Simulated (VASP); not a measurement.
# CoO (F-43m) in VASP: notebook

The runs below take CoO through single point, relaxation of cell and atoms, with PBEsol.

Program: VASP 6.6.1. These are calculated values, not measurements. Logs are shortened: lines on timing, memory, paths and dates and some standing lists are left out, and cuts for length are marked.

**1. The cell of the first run**

It takes space group F-43m (No. 216, cubic). The conventional cell has a = 4.349 Å, b = 4.349 Å, c = 4.349 Å, α = 90.00°, β = 90.00°, γ = 90.00°. Within 2.5 Å of Co (site symmetry -43m) lie 4 O at 1.88 Å. Within 2.5 Å of O (site symmetry -43m) lie 4 Co at 1.88 Å.

**2. Single point, PBEsol, collinear spin, ferromagnetic start**

Contents of INCAR:

```
SYSTEM = CoO
PREC = Accurate ; ENCUT = 520
EDIFF = 1E-7 ; ISMEAR = 0
SIGMA = 0.1 ; LREAL = .FALSE.
LASPH = .TRUE. ; NELM = 150
ALGO = Normal ; ISIF = 2
LWAVE = .FALSE. ; LCHARG = .TRUE.
ISPIN = 2 ; MAGMOM = 2.77 0.57
LORBIT = 11 ; NUPDOWN = 3.5
LMAXMIX = 4 ; GGA = PS
LELF = .TRUE. ; LVHAR = .TRUE.
NBANDS = 18
```

Contents of KPOINTS:

```
Automatic mesh
0
G
  16 16 16
  0 0 0
```

Contents of POSCAR:

```
CoO
1.0
    0.0000000000      2.1744804960      2.1744804960
    2.1744804960      0.0000000000      2.1744804960
    2.1744804960      2.1744804960      0.0000000000
Co O
1 1
Direct
    0.0000000000      0.0000000000      0.0000000000
    0.2500000000      0.2500000000      0.2500000000
```

Potentials or basis: VASP PAW PBE potentials, release 64 (Co, O).

The run is started by

```sh
> cat potpaw_PBE.64/Co/POTCAR potpaw_PBE.64/O/POTCAR > POTCAR
> mpirun -np 1 vasp_std > vasp.out
```

OUTCAR:

```text
SYSTEM = CoO
   PREC = Accurate
   ENCUT = 520
   EDIFF = 1E-7
   ISMEAR = 0
   LREAL = .FALSE.
   LASPH = .TRUE.
   NELM = 150
   ISIF = 2
   ISPIN = 2
   LORBIT = 11
   NUPDOWN = 3.5
   GGA = PS

 ion  position               nearest neighbor table
   1  0.000  0.000  0.000-   2 1.88   2 1.88   2 1.88   2 1.88
   2  0.250  0.250  0.250-   1 1.88   1 1.88   1 1.88   1 1.88

  LATTYP: Found a face centered cubic cell.
 ALAT       =     4.3489609920

  Lattice vectors:

 A1 = (   0.0000000000,   2.1744804960,   2.1744804960)
 A2 = (   2.1744804960,   0.0000000000,   2.1744804960)
 A3 = (   2.1744804960,   2.1744804960,   0.0000000000)

Analysis of symmetry for initial positions (statically):
=====================================================================
 Subroutine PRICEL returns:
 Original cell was already a primitive cell.

 Routine SETGRP: Setting up the symmetry group for a
 face centered cubic supercell.

 Subroutine GETGRP returns: Found 24 space group operations
 (whereof 24 operations were pure point group operations)
 out of a pool of 48 trial point group operations.

The static configuration has the point symmetry T_d .

Analysis of symmetry for dynamics (positions and initial velocities):
=====================================================================
 Subroutine PRICEL returns:
 Original cell was already a primitive cell.

 Routine SETGRP: Setting up the symmetry group for a
 face centered cubic supercell.

 Subroutine GETGRP returns: Found 24 space group operations
 (whereof 24 operations were pure point group operations)
 out of a pool of 48 trial point group operations.

The dynamic configuration has the point symmetry T_d .

Analysis of structural, dynamic, and magnetic symmetry:
=====================================================================
 Subroutine PRICEL returns:
 Original cell was already a primitive cell.

 Routine SETGRP: Setting up the symmetry group for a
 face centered cubic supercell.

 Subroutine GETGRP returns: Found 24 space group operations
 (whereof 24 operations were pure point group operations)
 out of a pool of 48 trial point group operations.

The overall configuration has the point symmetry T_d .

 Subroutine INISYM returns: Found 24 space group operations
 (whereof 24 operations are pure point group operations),
 and found     1 'primitive' translations

----------------------------------------------------------------------------------------

                                     Primitive cell

  volume of cell :      20.5635

  direct lattice vectors                    reciprocal lattice vectors
     0.000000000  2.174480496  2.174480496    -0.229939979  0.229939979  0.229939979
     2.174480496  0.000000000  2.174480496     0.229939979 -0.229939979  0.229939979
     2.174480496  2.174480496  0.000000000     0.229939979  0.229939979 -0.229939979

  length of vectors
     3.075179809  3.075179809  3.075179809     0.398267727  0.398267727  0.398267727

  position of ions in fractional coordinates (direct lattice)
     0.000000000  0.000000000  0.000000000
     0.250000000  0.250000000  0.250000000

  ion indices of the primitive-cell ions
   primitive index   ion index
                 1           1
                 2           2

----------------------------------------------------------------------------------------

 KPOINTS: Automatic mesh

Automatic generation of k-mesh.
 Grid dimensions read from file:
 generate k-points for:   16   16   16

 Generating k-lattice:

  Cartesian coordinates                     Fractional coordinates (reciprocal lattice)
    -0.014371249  0.014371249  0.014371249     0.062500000  0.000000000  0.000000000
     0.014371249 -0.014371249  0.014371249     0.000000000  0.062500000  0.000000000
     0.014371249  0.014371249 -0.014371249     0.000000000  0.000000000  0.062500000

  Length of vectors
     0.024891733  0.024891733  0.024891733

  Shift w.r.t. Gamma in fractional coordinates (k-lattice)
     0.000000000  0.000000000  0.000000000

 Subroutine IBZKPT returns following result:
 ===========================================

 Found    145 irreducible k-points:

 Following reciprocal coordinates:
            Coordinates               Weight
  0.000000  0.000000  0.000000      1.000000
  0.062500  0.000000  0.000000      8.000000
  0.125000  0.000000  0.000000      8.000000
  0.187500  0.000000  0.000000      8.000000
  0.250000  0.000000  0.000000      8.000000
  0.312500  0.000000  0.000000      8.000000
[... 16 lines left out ...]
 -0.125000  0.062500  0.000000     24.000000
 -0.062500  0.062500  0.000000     12.000000
 [... further k-points ...]
   k-points           NKPTS =    145   k-points in BZ     NKDIM =    145   number of bands    NBANDS=     18
   number of dos      NEDOS =    301   number of ions     NIONS =      2
   total plane-waves  NPLWV =  13824
   dimension x,y,z NGX =    24 NGY =   24 NGZ =   24
[... 110 lines left out ...]
      2      -0.4597      1.00000
      3       0.0867      1.00000
      4       0.0867      1.00000
      5       3.7353      1.00000
      6       3.7353      1.00000
[... 375 lines left out ...]
      4       0.1260      1.00000
      5       3.6618      1.00000
      6       3.7926      1.00000
[... 10 lines left out ...]
     17      32.8585      0.00000
     18      34.3898      0.00000

 k-point    23 :      -0.1250    0.0625    0.0000
  band No.  band energies     occupation
      1     -13.5598      1.00000
      2      -0.3676      1.00000
      3       0.0460      1.00000
      4       0.0525      1.00000
      5       3.6932      1.00000
      6       3.7882      1.00000
[... 10 lines left out ...]
     17      31.3504      0.00000
     18      32.7521      0.00000

 k-point    24 :      -0.0625    0.0625    0.0000
  band No.  band energies     occupation
      1     -13.6573      1.00000
      2      -0.2090      1.00000
      3      -0.0130      1.00000
      4      -0.0066      1.00000
      5       3.7373      1.00000
      6       3.7877      1.00000
[... 10 lines left out ...]
     17      29.9623      0.00000
     18      31.5264      0.00000

 [... further k-points ...]

 spin component 2

 k-point     1 :       0.0000    0.0000    0.0000
  band No.  band energies     occupation
      1     -12.8110      1.00000
      2       1.5351      1.00000
      3       1.5351      1.00000
      4       1.5351      1.00000
      5       6.1838      0.99996
      6       6.1838      0.99996
[... 10 lines left out ...]
     17      29.0510      0.00000
     18      31.5100      0.00000

 k-point     2 :       0.0625    0.0000    0.0000
  band No.  band energies     occupation
      1     -12.7804      1.00000
      2       1.4438      1.00000
      3       1.5500      1.00000
      4       1.5500      1.00000
      5       6.1749      0.99997
      6       6.1749      0.99997
[... 10 lines left out ...]
     17      30.2295      0.00000
     18      32.0994      0.00000

 k-point     3 :       0.1250    0.0000    0.0000
  band No.  band energies     occupation
      1     -12.6928      1.00000
      2       1.2084      1.00000
      3       1.5917      1.00000
      4       1.5917      1.00000
      5       6.1553      0.99999
      6       6.1553      0.99999
[... 10 lines left out ...]
     17      31.9695      0.00000
     18      33.2958      0.00000

 k-point     4 :       0.1875    0.0000    0.0000
  band No.  band energies     occupation
      1     -12.5596      1.00000
      2       0.9097      1.00000
      3       1.6509      1.00000
      4       1.6509      1.00000
      5       6.1432      1.00000
      6       6.1432      1.00000
[... 375 lines left out ...]
      4       1.6865      1.00000
      5       6.0697      1.00000
      6       6.2117      0.99979
[... 10 lines left out ...]
     17      33.7576      0.00000
     18      35.3502      0.00000

 k-point    23 :      -0.1250    0.0625    0.0000
  band No.  band energies     occupation
      1     -12.6282      1.00000
      2       1.0646      1.00000
      3       1.6119      1.00000
      4       1.6234      1.00000
      5       6.0919      1.00000
      6       6.1959      0.99991
[... 10 lines left out ...]
     17      32.2099      0.00000
     18      33.6775      0.00000

 k-point    24 :      -0.0625    0.0625    0.0000
  band No.  band energies     occupation
      1     -12.7308      1.00000
      2       1.3088      1.00000
      3       1.5713      1.00000
      4       1.5745      1.00000
      5       6.1342      1.00000
      6       6.1896      0.99994
[... 10 lines left out ...]
     17      30.8102      0.00000
     18      32.4008      0.00000

 [... further k-points ...]
[... 5 lines left out ...]
  --------------------------------------------------------------------------------------
  -------------------------------------------------------------------------------------
  Total        2.6927603      2.6927603      2.6927603      0.0000000      0.0000000      0.0000000
  in kB      209.8030217    209.8030217    209.8030217      0.0000000      0.0000000      0.0000000
  external PRESSURE =     209.8030217 kB  Pullay stress =       0.0000000 kB

 VOLUME and BASIS-vectors are now :
 -----------------------------------------------------------------------------
  energy-cutoff  :      520.00
  volume of cell :       20.56
      direct lattice vectors                 reciprocal lattice vectors
     0.000000000  2.174480496  2.174480496    -0.229939979  0.229939979  0.229939979
     2.174480496  0.000000000  2.174480496     0.229939979 -0.229939979  0.229939979
     2.174480496  2.174480496  0.000000000     0.229939979  0.229939979 -0.229939979

 POSITION                                       TOTAL-FORCE (eV/Angst)
 -----------------------------------------------------------------------------------
      0.00000      0.00000      0.00000        -0.000000     -0.000000     -0.000000
      1.08724      1.08724      1.08724         0.000000      0.000000      0.000000
 -----------------------------------------------------------------------------------
    total drift:                                0.000000      0.000000      0.000000

  FREE ENERGIE OF THE ION-ELECTRON SYSTEM (eV)
  ---------------------------------------------------
  free  energy   TOTEN  =       -13.3106583348 eV

  energy  without entropy=      -13.2962217989  energy(sigma->0) =      -13.30344007

 total charge

# of ion       s       p       d       tot
------------------------------------------
    1        0.423   0.567   7.141   8.131
    2        1.572   3.465   0.000   5.037
--------------------------------------------------
tot          1.995   4.032   7.141  13.168

 magnetization (x)

# of ion       s       p       d       tot
------------------------------------------
    1        0.055   0.088   2.613   2.756
    2        0.053   0.461   0.000   0.513
--------------------------------------------------
tot          0.108   0.549   2.613   3.270
```

It took 35 s on 1 thread of Intel Xeon 6975P-C (Granite Rapids), shared host; peak memory 0.21 GiB.

What came out:

```
Free energy                                           : -13.3107 eV
Pressure                                              : 21.0 GPa
Net moment                                            : 3.50 μB per cell
Site moments                                          : Co +2.76; O +0.51 μB
Valence electrons inside the program's atomic spheres : Co 8.13; O 5.04
```

Caveat: the cell stands under pressure; the PAW data sets were made with another functional, which shifts forces and pressure a little; the total moment is fixed, so each spin has its own Fermi level; a cell with one magnetic atom can't hold antiferromagnetic order, which such compounds often take.

**3. Relaxation of cell and atoms, PBEsol, collinear spin, ferromagnetic start**

Contents of INCAR:

```
PREC = Accurate
ENCUT = 600
EDIFF = 1E-6
ISMEAR = 0
SIGMA = 0.1
LREAL = F
LASPH = T
NELM = 150
ALGO = Normal
ISIF = 3
LWAVE = F
LCHARG = F
ISPIN = 2
MAGMOM = 3 0
LORBIT = 11
LMAXMIX = 4
GGA = PS
IBRION = 2
NSW = 80
EDIFFG = -0.01
```

Contents of KPOINTS:

```
Automatic mesh
0
Gamma
  16 16 16
```

POSCAR is that of step 2.

Potentials or basis: VASP PAW PBE potentials, release 64 (Co, O).

The run is started by

```sh
> cat potpaw_PBE.64/Co/POTCAR potpaw_PBE.64/O/POTCAR > POTCAR
> mpirun -np 1 vasp_std > vasp.out
```

It took 2.9 min on 1 thread of Intel Xeon 8259CL, shared host; peak memory 0.23 GiB.

The run converged. Its results:

* Free energy: -14.2847 eV
* Relaxed volume: 10.24 Å³/atom
* Relaxed cell: a = 3.071 Å, b = 3.071 Å, c = 3.071 Å, α = 60.00°, β = 60.00°, γ = 60.00°
* Space group after relaxing (to 0.1 Å): F-43m (No. 216)
* Energy gained by relaxing: 0.0 meV/atom
* Ionic steps: 2
* Pressure after relaxing: 0.1 GPa
* Net moment: 1.81 μB per cell
* Site moments: Co +1.61; O +0.16 μB
* Valence electrons inside the program's atomic spheres: Co 8.27; O 4.99

Final structure:
```yaml
crystal:
  lattice:
    - [0.00000, 2.17186, 2.17186]
    - [2.17186, 0.00000, 2.17186]
    - [2.17186, 2.17186, 0.00000]
  atoms:
    - { symbol: Co, position: [0.00000, 0.00000, 0.00000] }
    - { symbol: O, position: [0.25000, 0.25000, 0.25000] }
```

Levels at points of the mesh, in eV from the Fermi level:
Spin up:
```
           k point  band 5  band 6  band 7  band 8  band 9  band 10  band 11  band 12  band 13
(0.00, 0.00, 0.00)   -1.93   -1.93    0.39    0.90    0.90     0.90    15.05    15.05    15.05
(0.50, 0.00, 0.00)   -2.08   -1.82   -1.82   -0.07   -0.07     6.21     7.53    14.48    14.48
(0.50, 0.50, 0.00)   -3.00   -1.52   -1.31   -1.31   -1.20     5.70    10.74    11.95    15.34
```
Spin down:
| k point | band 4 | band 5 | band 6 | band 7 | band 8 | band 9 | band 10 | band 11 |
| --- | --- | --- | --- | --- | --- | --- | --- | --- |
| (0.00, 0.00, 0.00) | -6.01 | -0.79 | -0.79 | 0.65 | 2.48 | 2.48 | 2.48 | 15.33 |
| (0.50, 0.00, 0.00) | -5.72 | -0.55 | -0.55 | -0.27 | 1.46 | 1.46 | 6.47 | 7.99 |
| (0.50, 0.50, 0.00) | -5.36 | -1.50 | -0.33 | -0.17 | 0.53 | 0.53 | 6.40 | 11.03 |

Caveat: the PAW data sets were made with another functional, which shifts forces and pressure a little; a cell with one magnetic atom can't hold antiferromagnetic order, which such compounds often take; semilocal functionals often make such compounds metallic where correlation or magnetic order opens a gap, which also shifts bond lengths.

**4. Relaxation of cell and atoms, PBEsol, collinear spin, ferromagnetic start**

This run uses another cell than the first one, of 10.80 Å³/atom.

Contents of INCAR:

```
SYSTEM = CoO
PREC = Accurate ; ENCUT = 600
EDIFF = 1E-6 ; ISMEAR = 0
SIGMA = 0.1 ; LREAL = .FALSE.
LASPH = .TRUE. ; NELM = 150
ALGO = Normal ; ISIF = 3
LWAVE = .FALSE. ; LCHARG = .FALSE.
ISPIN = 2 ; MAGMOM = 2.2 0.29
LORBIT = 11 ; LMAXMIX = 4
GGA = PS ; IBRION = 2
NSW = 100 ; EDIFFG = -0.01
```

Contents of KPOINTS:

```
regular mesh
0
G
  16 16 16
  0 0 0
```

Contents of POSCAR:

```
CoO
1.0
    0.0000000000      2.2103298239      2.2103298239
    2.2103298239      0.0000000000      2.2103298239
    2.2103298239      2.2103298239      0.0000000000
Co O
1 1
Direct
    0.0000000000      0.0000000000      0.0000000000
    0.2500000000      0.2500000000      0.2500000000
```

The run is started by

```sh
> cat potpaw_PBE.64/Co/POTCAR potpaw_PBE.64/O/POTCAR > POTCAR
> mpirun -np 1 vasp_std > vasp.out
```

Run time: 6.5 min. Hardware: 1 thread of Intel Xeon 8259CL, shared host; peak memory 0.25 GiB.

It converged, with:

```yaml
Free_energy: -14.2871 eV
Relaxed_volume: 10.25 Å³/atom
Relaxed_cell: a = 3.072 Å, b = 3.072 Å, c = 3.072 Å, α = 60.00°, β = 60.00°, γ = 60.00°
Space_group_after_relaxing_to_0.1_Å: F-43m (No. 216)
Energy_gained_by_relaxing: 7.7 meV/atom
Ionic_steps: 5
Pressure_after_relaxing: 0.0 GPa
Net_moment: 1.81 μB per cell
Site_moments: Co +1.61; O +0.16 μB
Valence_electrons_inside_the_program's_atomic_spheres: Co 8.27; O 4.99
```

Step by step:
```csv
step,energy change (eV),largest force (eV/Å),pressure (GPa),volume (Å³)
1,0.0000,0.0000,-3.23,21.60
2,-0.0121,0.0000,-2.35,20.92
3,-0.0133,0.0000,2.47,20.22
4,-0.0154,0.0000,-0.47,20.57
5,-0.0155,0.0000,0.01,20.50
```

Final structure:
```yaml
crystal:
  lattice:
    - [0.00000, 2.17232, 2.17232]
    - [2.17232, 0.00000, 2.17232]
    - [2.17232, 2.17232, 0.00000]
  atoms:
    - { symbol: Co, position: [0.00000, 0.00000, 0.00000] }
    - { symbol: O, position: [0.25000, 0.25000, 0.25000] }
```

Levels at points of the mesh, in eV from the Fermi level:
Spin up:
| k point | band 6 | band 7 | band 8 | band 9 | band 10 | band 11 | band 12 |
| --- | --- | --- | --- | --- | --- | --- | --- |
| (0.00, 0.00, 0.00) | -1.93 | 0.39 | 0.90 | 0.90 | 0.90 | 15.04 | 15.04 |
| (0.50, 0.00, 0.00) | -1.82 | -1.82 | -0.07 | -0.07 | 6.21 | 7.53 | 14.48 |
| (0.50, 0.50, 0.00) | -1.52 | -1.31 | -1.31 | -1.20 | 5.70 | 10.74 | 11.95 |
Spin down:
```csv
k point,band 4,band 5,band 6,band 7,band 8,band 9,band 10,band 11
"(0.00, 0.00, 0.00)",-6.00,-0.78,-0.78,0.65,2.48,2.48,2.48,15.32
"(0.50, 0.00, 0.00)",-5.71,-0.55,-0.55,-0.26,1.46,1.46,6.47,7.99
"(0.50, 0.50, 0.00)",-5.36,-1.49,-0.33,-0.17,0.53,0.53,6.40,11.03
```

Caveat: the PAW data sets were made with another functional, which shifts forces and pressure a little; a cell with one magnetic atom can't hold antiferromagnetic order, which such compounds often take; semilocal functionals often make such compounds metallic where correlation or magnetic order opens a gap, which also shifts bond lengths.

**5. Summary**

| task | fixed moment (μB) | cell | cutoff (eV) | gap on the mesh (eV) | pressure (GPa) | moment (μB) | relaxed volume (Å³/atom) |
| --- | --- | --- | --- | --- | --- | --- | --- |
| single point | 3.5 | a = 3.075 Å, angles 60.0°, 2 atoms | 520 | - | 21.0 | 3.50 | - |
| relaxation of cell and atoms | - | relaxed from a = 3.075 Å, angles 60.0°, 2 atoms | 600 | none | 0.1 | 1.81 | 10.24 |
| relaxation of cell and atoms | - | relaxed from a = 3.126 Å, angles 60.0°, 2 atoms | 600 | none | 0.0 | 1.81 | 10.25 |

Alike in all rows: level PBEsol; potentials or basis VASP PAW PBE potentials, release 64 (Co, O); spin collinear, ferromagnetic start; k mesh 16 × 16 × 16; smearing gaussian 0.1 eV.

Caveats: the PAW data sets were made with another functional, which shifts forces and pressure a little; a cell with one magnetic atom can't hold antiferromagnetic order, which such compounds often take; semilocal functionals often make such compounds metallic where correlation or magnetic order opens a gap, which also shifts bond lengths (at least some runs); the cell stands under pressure (at least some runs); the total moment is fixed, so each spin has its own Fermi level (at least some runs).

Total energies depend on the potentials used, so only differences within one code and one set of settings carry meaning.
